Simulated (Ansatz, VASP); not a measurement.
## Two plane-wave programs on CdS

File POSCAR:

```
CdS
1.0
    0.0000000000      2.9165000000      2.9165000000
    2.9165000000      0.0000000000      2.9165000000
    2.9165000000      2.9165000000      0.0000000000
Cd S
1 1
Direct
    0.0000000000      0.0000000000      0.0000000000
    0.2500000000      0.2500000000      0.2500000000
```

Contents of INCAR.step1:

```
PREC     = Accurate       # precision mode
ENCUT    = 400            # plane-wave cutoff, eV
EDIFF    = 1E-5           # SCF threshold, eV
ISMEAR   = 1              # smearing method
SIGMA    = 0.1            # smearing width, eV
LREAL    = F              # projectors in reciprocal space
LASPH    = T              # aspherical terms in the spheres
NELM     = 120            # most SCF steps
ALGO     = Normal         # electronic algorithm
ISIF     = 2              # what is computed and relaxed
LWAVE    = T              # write WAVECAR
NBANDS   = 16             # bands
GGA      = PE             # functional
GGA_COMPAT= F
```

INCAR.step2

```
PREC     = Accurate       # precision mode
ENCUT    = 400            # plane-wave cutoff, eV
EDIFF    = 1E-6           # SCF threshold, eV
ISMEAR   = 1              # smearing method
SIGMA    = 0.1            # smearing width, eV
LREAL    = F              # projectors in reciprocal space
LASPH    = T              # aspherical terms in the spheres
NELM     = 120            # most SCF steps
ALGO     = Normal         # electronic algorithm
ISIF     = 2              # what is computed and relaxed
LWAVE    = F              # write WAVECAR
LCHARG   = T              # write CHGCAR
GGA      = PE             # functional
LHFCALC  = T              # exact exchange
AEXX     = 0.25           # exact-exchange fraction
PRECFOCK = Normal       
LELF     = T              # ELF
LVHAR    = T            
NBANDS   = 16             # bands
ISTART   = 1            
GGA_COMPAT= F
```

File KPOINTS:

```
regular mesh
0
Gamma
  4 4 4
```

Input for Ansatz:

```yaml
crystal:
  lattice:
    - [0.0, 2.9165, 2.9165]
    - [2.9165, 0.0, 2.9165]
    - [2.9165, 2.9165, 0.0]
  atoms:
    - { symbol: Cd, position: [0.0, 0.0, 0.0] }
    - { symbol: S, position: [0.25, 0.25, 0.25] }
basis:
  ecutwfc: 470.0
kpoints:
  mp_grid:
    grid: [4, 4, 4]
hamiltonian:
  xc: pbe0
scf:
  occupations:
    method: methfessel_paxton
output:
  eigenvalues: true
```

Alike in both runs: task single point; functional PBE0; k mesh 4 × 4 × 4; no spin polarisation.

|  | VASP | Ansatz |
| --- | --- | --- |
| version | VASP 6.6.1 | Ansatz 0.2.0 |
| potentials or method | VASP PAW PBE potentials, release 64 (Cd, S), cutoff 400 eV | plane waves, PAW |
| occupations | methfessel-paxton of order 1, width 0.1 eV | methfessel-paxton of order 1 |
| valence electrons in the cell | 18 | 26 |

|  | VASP | Ansatz | Ansatz less VASP |
| --- | --- | --- | --- |
| gap on the k mesh at the Fermi level (eV) | 2.85 | 2.85 | +0.006 |

VASP's potentials hold 18 valence electrons a cell and Ansatz's 26, so a difference there can come from the potentials and not from the codes.

The k mesh is coarse, so the values compare programs but aren't converged.
